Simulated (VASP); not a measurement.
# TiTe in VASP: relaxation of the atoms with PBEsol

Aim: the relaxation of the atoms of TiTe with PBEsol.

All numbers are computed with VASP 6.6.1; they aren't measurements. Logs are shortened: lines on timing, memory, paths and dates and some standing lists are left out, and cuts for length are marked.

## (1) The cell of the first run

The cell holds a slab with vacuum, 4 atoms: a = 3.696 Å, b = 3.696 Å, c = 21.445 Å, α = 90.00°, β = 90.00°, γ = 120.00°.

## (2) Relaxation of the atoms, PBEsol

File INCAR:

```
SYSTEM = TiTe
  ALGO = Normal
  DIPOL = 0.5 0.5 0.500
  EDIFF = 1E-6
  EDIFFG = -0.02
  ENCUT = 520
  GGA = PS
  IBRION = 2
  IDIPOL = 3
  ISIF = 2
  ISMEAR = 0
  LASPH = .TRUE.
  LCHARG = .FALSE.
  LDIPOL = .TRUE.
  LREAL = .FALSE.
  LWAVE = .FALSE.
  NELM = 60
  NSW = 80
  PREC = Accurate
  SIGMA = 0.1
```

File KPOINTS:

```
k-points
0
G
  12 12 1
  0 0 0
```

File POSCAR:

```
TiTe
1.0
    3.6959054636      0.0000000000      0.0000000000
   -1.8479527318      3.2007480215      0.0000000000
    0.0000000000      0.0000000000     21.4452016318
Ti Te
2 2
Direct
    0.0000000000      0.0000000000      0.3497285840
    0.0000000000      0.0000000000      0.6502714160
    0.6666666667      0.3333333333      0.4300562235
    0.3333333333      0.6666666667      0.5699437765
```

Potentials or basis: VASP PAW PBE potentials, release 64 (Ti_sv, Te).

Launch:

```
cat potpaw_PBE.64/Ti_sv/POTCAR potpaw_PBE.64/Te/POTCAR > POTCAR
mpirun -np 1 vasp_std > vasp.out
```

OUTCAR:

```text
SYSTEM = TiTe
   EDIFF = 1E-6
   EDIFFG = -0.02
   ENCUT = 520
   GGA = PS
   IBRION = 2
   ISIF = 2
   ISMEAR = 0
   LASPH = .TRUE.
   LREAL = .FALSE.
   NELM = 60
   NSW = 80
   PREC = Accurate

 ion  position               nearest neighbor table
   1  0.000  0.000  0.350-   3 2.74   3 2.74   3 2.74
   2  0.000  0.000  0.650-   4 2.74   4 2.74   4 2.74
   3  0.667  0.333  0.430-   1 2.74   1 2.74   1 2.74   4 3.68   4 3.68   4 3.68
   4  0.333  0.667  0.570-   2 2.74   2 2.74   2 2.74   3 3.68   3 3.68   3 3.68

  LATTYP: Found a hexagonal cell.
 ALAT       =     3.6959054636
 C/A-ratio  =     5.8024215833

  Lattice vectors:

 A1 = (   3.6959054636,   0.0000000000,   0.0000000000)
 A2 = (  -1.8479527318,   3.2007480215,   0.0000000000)
 A3 = (   0.0000000000,   0.0000000000,  21.4452016318)

Analysis of symmetry for initial positions (statically):
=====================================================================
 Subroutine PRICEL returns:
 Original cell was already a primitive cell.

 Routine SETGRP: Setting up the symmetry group for a
 hexagonal supercell.

 Subroutine GETGRP returns: Found 12 space group operations
 (whereof 12 operations were pure point group operations)
 out of a pool of 24 trial point group operations.

The static configuration has the point symmetry D_3d.

Analysis of symmetry for dynamics (positions and initial velocities):
=====================================================================
 Subroutine PRICEL returns:
 Original cell was already a primitive cell.

 Routine SETGRP: Setting up the symmetry group for a
 hexagonal supercell.

 Subroutine GETGRP returns: Found 12 space group operations
 (whereof 12 operations were pure point group operations)
 out of a pool of 24 trial point group operations.

The dynamic configuration has the point symmetry D_3d.

 Subroutine INISYM returns: Found 12 space group operations
 (whereof 12 operations are pure point group operations),
 and found     1 'primitive' translations

----------------------------------------------------------------------------------------

                                     Primitive cell
[... 136 lines left out ...]
  ---------------------------------------------------
  free energy    TOTEN  =       -21.81074805 eV

  energy without entropy =      -21.73336788  energy(sigma->0) =      -21.77205796

------------------------ aborting loop because EDIFF is reached ----------------------------------------

  FORCE on cell =-STRESS in cart. coord.  units (eV):
  Direction    XX          YY          ZZ          XY          YZ          ZX
  --------------------------------------------------------------------------------------
  -------------------------------------------------------------------------------------
  Total       -4.8443390     -4.8443390     -2.8300861      0.0000000      0.0000000      0.0000000
  in kB      -30.5944490    -30.5944490    -17.8734242      0.0000000      0.0000000      0.0000000
  external PRESSURE =     -26.3541074 kB  Pullay stress =       0.0000000 kB
[... 95 lines left out ...]
  FREE ENERGIE OF THE ION-ELECTRON SYSTEM (eV)
  ---------------------------------------------------
  free  energy   TOTEN  =       -21.9232648204 eV

  energy  without entropy=      -21.8553803829  energy(sigma->0) =      -21.88932260

[... ionic steps 4 to 9 ...]

--------------------------------------- Ionic step       10  -------------------------------------------

 number of electron      36.0000006 magnetization

------------------------ aborting loop because EDIFF is reached ----------------------------------------
[... 33 lines left out ...]
--------------------------------------- Ionic step       11  -------------------------------------------

 number of electron      36.0000005 magnetization

 dipolmoment           0.000000      0.000000      0.000000 electrons x Angstroem

------------------------ aborting loop because EDIFF is reached ----------------------------------------

  FORCE on cell =-STRESS in cart. coord.  units (eV):
  Direction    XX          YY          ZZ          XY          YZ          ZX
  --------------------------------------------------------------------------------------
  -------------------------------------------------------------------------------------
  Total       -1.9074043     -1.9074043     -0.1274464      0.0000000     -0.0000000      0.0000000
  in kB      -12.0462220    -12.0462220     -0.8048883      0.0000000     -0.0000000      0.0000000
  external PRESSURE =      -8.2991107 kB  Pullay stress =       0.0000000 kB
[... 25 lines left out ...]
--------------------------------------- Ionic step       12  -------------------------------------------

 number of electron      36.0000005 magnetization

 dipolmoment           0.000000      0.000000     -0.000000 electrons x Angstroem

 Free energy of the ion-electron system (eV)
  ---------------------------------------------------
  ext. energy  EPLUGINS =         0.00000000
  ---------------------------------------------------
  free energy    TOTEN  =       -21.92785049 eV

  energy without entropy =      -21.86014411  energy(sigma->0) =      -21.89399730

 E-fermi :   0.5875     XC(G=0):  -4.9403

 val. band max:        0.5823009171   @ k =   0.1667   0.1667   0.0000
 cond. band min:       0.5921943863   @ k =   0.1667   0.0833   0.0000
 fundamental gap:      0.0098934692
 Fermi energy:         0.5874959957

 k-point     1 :       0.0000    0.0000    0.0000
  band No.  band energies     occupation
      1     -56.5544      2.00000
      2     -56.5544      2.00000
      3     -33.0852      2.00000
      4     -33.0852      2.00000
      5     -32.8382      2.00000
      6     -32.8382      2.00000
[... 464 lines left out ...]
     21       1.5076      0.00000
     22       1.5220      0.00000

------------------------ aborting loop because EDIFF is reached ----------------------------------------

 vacuum level on the upper side and lower side of the slab       (xc-potential included)        -0.151        -0.151

  FORCE on cell =-STRESS in cart. coord.  units (eV):
  Direction    XX          YY          ZZ          XY          YZ          ZX
  --------------------------------------------------------------------------------------
  -------------------------------------------------------------------------------------
  Total       -1.6803587     -1.6803587     -0.0228773      0.0000000      0.0000000      0.0000000
  in kB      -10.6123142    -10.6123142     -0.1444818      0.0000000      0.0000000      0.0000000
  external PRESSURE =      -7.1230367 kB  Pullay stress =       0.0000000 kB
[... 19 lines left out ...]
  FREE ENERGIE OF THE ION-ELECTRON SYSTEM (eV)
  ---------------------------------------------------
  free  energy   TOTEN  =       -21.9278504920 eV

  energy  without entropy=      -21.8601441123  energy(sigma->0) =      -21.89399730

 reached required accuracy - stopping structural energy minimisation

 vacuum level on the upper side and lower side of the slab         4.285         4.285
```

OSZICAR:

```text
N       E                     dE             d eps       ncg     rms          rms(c)
DAV:   1     0.311159546823E+03    0.31116E+03   -0.16917E+04  1020   0.138E+03
DAV:   2     0.190669773083E+02   -0.29209E+03   -0.28694E+03   928   0.372E+02
DAV:   3    -0.209561819228E+02   -0.40023E+02   -0.39557E+02  1548   0.116E+02
[... 124 lines left out ...]
DAV:   2    -0.219279008602E+02   -0.19469E-02   -0.22735E-02   940   0.122E+00    0.114E-01
DAV:   3    -0.219278496666E+02    0.51194E-04   -0.10957E-03  1208   0.265E-01    0.572E-02
DAV:   4    -0.219278586604E+02   -0.89938E-05   -0.30555E-04  1130   0.121E-01    0.549E-02
DAV:   5    -0.219278479826E+02    0.10678E-04   -0.17274E-04  1156   0.887E-02    0.146E-02
DAV:   6    -0.219278501490E+02   -0.21664E-05   -0.96210E-06  1246   0.247E-02    0.573E-03
DAV:   7    -0.219278504920E+02   -0.34301E-06   -0.80766E-07   664   0.697E-03
  12 F= -.21927850E+02 E0= -.21893997E+02  d E =-.101383E-03
```

It took 27 min on 1 thread of Intel Xeon 8259CL, shared host; peak memory 0.42 GiB.

Results:

```
Free energy               : -21.9279 eV
Energy gained by relaxing : 29.3 meV/atom
Ionic steps               : 12
Band gap on the k mesh    : zero (bands 18 and 19 overlap by 0.13 eV)
```

The path:
| step | energy change (eV) | largest force (eV/Å) | pressure (GPa) |
| --- | --- | --- | --- |
| 1 | 0.0000 | 0.7777 | -2.64 |
| 2 | -0.0819 | 0.4056 | -1.84 |
| 3 | -0.1125 | 0.0601 | -0.86 |
| 4 | -0.1126 | 0.0386 | -0.79 |
| 5 | -0.1126 | 0.0521 | -0.75 |
| 6 | -0.1130 | 0.0512 | -0.74 |
| 7 | -0.1139 | 0.0483 | -0.73 |
| 8 | -0.1154 | 0.0416 | -0.71 |
| 9 | -0.1170 | 0.0253 | -0.66 |
| 10 | -0.1170 | 0.0219 | -0.65 |
| 11 | -0.1167 | 0.0452 | -0.83 |
| 12 | -0.1171 | 0.0006 | -0.71 |

Final structure:
```
Ti Te
1.0
     3.69591    0.00000    0.00000
    -1.84795    3.20075    0.00000
     0.00000    0.00000   21.44520
Ti Te
2 2
Direct
  0.00000 0.00000 0.35610
  0.00000 0.00000 0.64390
  0.66667 0.33333 0.42905
  0.33333 0.66667 0.57095
```

Caveat: the PAW data sets were made with another functional, which shifts forces and pressure a little; spin-orbit coupling is left out, which moves the levels of the heavy elements.
